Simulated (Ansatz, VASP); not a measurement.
BP: VASP beside Ansatz

```
B P
1.0
     0.00000    2.08924    2.08924
     2.08924    0.00000    2.08924
     2.08924    2.08924    0.00000
B P
1 1
Direct
  0.00000 0.00000 0.00000
  0.50000 0.50000 0.50000
```

Change from the starting cell: volume scaled by 0.94, PAW files.

Alike in both runs: task single point; functional LDA; k mesh 15 × 15 × 15; occupations fermi-dirac, width 0.1 eV; no spin polarisation.

|  | VASP | Ansatz |
| --- | --- | --- |
| version | VASP 6.6.1 | Ansatz 0.2.0 |
| potentials or method | VASP PAW LDA potentials, release 64 (B, P) | PAW with Ansatz's default frozen-core files, scalar-relativistic |
| plane-wave cutoff (eV) | 500 | 420 |
| valence electrons in the cell | 8 | 8 |

|  | VASP | Ansatz | Ansatz less VASP |
| --- | --- | --- | --- |
| pressure (GPa) | 11.9 | 11.9 | +0.03 |

LDA's correlation is that of Perdew and Zunger in VASP and of Perdew and Wang (1992) in Ansatz.
